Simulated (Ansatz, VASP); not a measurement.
## NaH: VASP beside Ansatz

```
Na H
1.0
     0.00000    2.59692    2.59692
     2.59692    0.00000    2.59692
     2.59692    2.59692    0.00000
Na H
1 1
Direct
  0.00000 0.00000 0.00000
  0.25000 0.25000 0.25000
```

Alike in both runs: task single point; functional HSE06; k mesh 6 × 6 × 6; no spin polarisation.

```csv
,VASP,Ansatz
version,VASP 6.6.1,Ansatz 0.2.0
potentials or method,"VASP PAW PBE potentials, release 64 (Na_pv, H)","plane waves, PAW"
plane-wave cutoff (eV),520,420
occupations,"gaussian, width 0.01 eV",fixed
valence electrons in the cell,8,10
```

```tsv
	VASP	Ansatz	Ansatz less VASP
gap on the k mesh at the Fermi level (eV)	4.63	4.64	+0.005
pressure (GPa)	0.1	0.0	0.00
```

VASP's potentials hold 8 valence electrons a cell and Ansatz's 10, so a difference there can come from the potentials and not from the codes. Ansatz's warnings: stress exchange threshold loose, stress scf threshold loose.
